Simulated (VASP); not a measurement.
A run of VASP 6.6.1 is set up as follows.

INCAR

```
SYSTEM = LiNbO3
PREC = Accurate ; ENCUT = 520
EDIFF = 1E-6 ; ISMEAR = 0
SIGMA = 0.05 ; LREAL = .False.
LASPH = .True. ; NELM = 80
ALGO = Normal ; ISIF = 2
LWAVE = .False. ; LCHARG = .False.
GGA = PE ; NBANDS = 45
```

The input KPOINTS:

```
regular mesh
0
Gamma
  6 6 6
  0 0 0
```

POSCAR

```
LiNbO3
1.0
    2.6722716124      1.5428367348      4.3917893192
   -2.6722716124      1.5428367348      4.3917893192
    0.0000000000     -3.0856734694      4.3917893192
Li Nb O
2 2 6
Direct
    0.2500000000      0.2500000000      0.2500000000
    0.7500000000      0.7500000000      0.7500000000
    0.0000000000      0.0000000000      0.0000000000
    0.5000000000      0.5000000000      0.5000000000
    0.1303353734      0.3696646266      0.7500000000
    0.7500000000      0.1303353734      0.3696646266
    0.3696646266      0.7500000000      0.1303353734
    0.8696646266      0.6303353734      0.2500000000
    0.2500000000      0.8696646266      0.6303353734
    0.6303353734      0.2500000000      0.8696646266
```

Potentials or basis: VASP PAW PBE potentials, release 64 (Li_sv, Nb_sv, O).

Run with:

```sh
$ cat potpaw_PBE.64/Li_sv/POTCAR potpaw_PBE.64/Nb_sv/POTCAR potpaw_PBE.64/O/POTCAR > POTCAR
$ mpirun -np 1 vasp_std > vasp.out
```

What does it give for the band gap on the k mesh?

2.40 eV.

Estimate the largest force.

0.143 eV/Å.

Forces in eV/Å, atoms in the order of the input:
```
Li   0.000  0.000  0.000
Li   0.000  0.000  0.000
Nb   0.000  0.000  0.000
Nb   0.000  0.000  0.000
O    0.143  0.000  0.000
O   -0.071  0.124  0.000
O   -0.071 -0.124  0.000
O   -0.143  0.000  0.000
O    0.071 -0.124  0.000
O    0.071  0.124  0.000
```

 A k mesh can miss the band edges.
